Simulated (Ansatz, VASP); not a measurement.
## Two plane-wave programs on LaRe

INCAR

```
  PREC = Accurate
  ENCUT = 520
  EDIFF = 1E-6
  ISMEAR = 0
  SIGMA = 0.05
  LREAL = False
  LASPH = True
  NELM = 60
  ALGO = Fast
  ISIF = 2
  LWAVE = False
  LCHARG = True
  LELF = True
  LVHAR = True
  NBANDS = 16
```

Contents of KPOINTS:

```
regular mesh
0
Gamma
  10 10 10
```

The input POSCAR:

```
LaRe
1.0
    3.5835543759      0.0000000000      0.0000000000
    0.0000000000      3.5835543759      0.0000000000
    0.0000000000      0.0000000000      3.5835543759
La Re
1 1
Direct
    0.0000000000      0.0000000000      0.0000000000
    0.5000000000      0.5000000000      0.5000000000
```

Input for Ansatz:

```yaml
crystal:
  lattice:
    - [3.5835543759, 0.0, 0.0]
    - [0.0, 3.5835543759, 0.0]
    - [0.0, 0.0, 3.5835543759]
  atoms:
    - { symbol: La, position: [0.0, 0.0, 0.0] }
    - { symbol: Re, position: [0.5, 0.5, 0.5] }
basis:
  ecutwfc: 420
  ecutrho_ratio: 4
kpoints:
  mp_grid: { grid: [10, 10, 10] }
hamiltonian:
  xc: lda
scf:
  occupations: { method: gaussian, width: 0.05 }
output:
  forces: true
  stress: true
  eigenvalues: true
  populations: true
  hubbard: { sites: [{ species: La, l: f }] }
```

Alike in both runs: task single point; functional LDA; k mesh 10 × 10 × 10; occupations gaussian, width 0.05 eV; no spin polarisation.

|  | VASP | Ansatz |
| --- | --- | --- |
| version | VASP 6.6.1 | Ansatz 0.2.0 |
| potentials or method | VASP PAW LDA potentials, release 64 (La, Re), cutoff 520 eV | scalar-relativistic, plane waves, PAW |
| valence electrons in the cell | 18 | 26 |

Ansatz gave:

- gap on the k mesh at the Fermi level (eV): none
- pressure (GPa): -7.3

Task: Which values does VASP return?

Result: gap on the k mesh at the Fermi level (eV): none; pressure (GPa): -7.4.

LDA's correlation is that of Perdew and Zunger in VASP and of Perdew and Wang (1992) in Ansatz. A gap of «none» marks a metal or a gap that the smearing closes. VASP's potentials hold 18 valence electrons a cell and Ansatz's 26, so a difference there can come from the potentials and not from the codes.

Spin-orbit coupling is off throughout.
